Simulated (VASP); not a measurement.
Input of a VASP 6.6.1 run:

Contents of INCAR:

```
SYSTEM = Ge2Sb2Te5
PREC = Accurate
ENCUT = 520
EDIFF = 1E-6
ISMEAR = 0
SIGMA = 0.03
LREAL = .FALSE.
LASPH = .TRUE.
NELM = 60
ALGO = Normal
ISIF = 2
LWAVE = .FALSE.
LCHARG = .FALSE.
GGA = CA
NBANDS = 44
```

File KPOINTS:

```
regular mesh
0
G
  10 10 2
  0 0 0
```

Contents of POSCAR:

```
Ge2Sb2Te5
1.0
    4.1757969779      0.0000002848      0.0000000000
   -2.0878987356      3.6163461215      0.0000000000
    0.0000000000      0.0000000000     16.9092300810
Te Sb Ge
5 2 2
Direct
    1.0000000000      1.0000000000      0.0000000000
    0.6666666667      0.3333333333      0.2202685362
    0.3333333333      0.6666666667      0.4219282058
    0.6666666667      0.3333333333      0.5780717942
    0.3333333333      0.6666666667      0.7797314638
    0.3333333333      0.6666666667      0.1173633088
    0.6666666667      0.3333333333      0.8826366912
    0.0000000000      1.0000000000      0.3389588455
    1.0000000000      0.0000000000      0.6610411545
```

Potentials or basis: VASP PAW LDA potentials, release 64 (Te, Sb, Ge_d).

Run with:

```console
$ cat potpaw_LDA.64/Te/POTCAR potpaw_LDA.64/Sb/POTCAR potpaw_LDA.64/Ge_d/POTCAR > POTCAR
$ mpirun -np 1 vasp_std > vasp.out
```

Task: Predict the band gap on the k mesh.

Result: 0.05 eV (least direct gap 0.07 eV).

Task: What does it give for the pressure?

Result: 0.2 GPa.

Task: Estimate the largest force.

Result: 0.047 eV/Å.

Forces in eV/Å, atoms in the order of the input:
```
Te   0.000  0.000  0.000
Te   0.000  0.000  0.047
Te   0.000  0.000  0.028
Te   0.000  0.000 -0.028
Te   0.000  0.000 -0.047
Sb   0.000  0.000 -0.031
Sb   0.000  0.000  0.031
Ge   0.000  0.000 -0.026
Ge   0.000  0.000  0.026
```

Caveat: spin-orbit coupling is left out, which moves the levels of the heavy elements. A k mesh can miss the band edges.
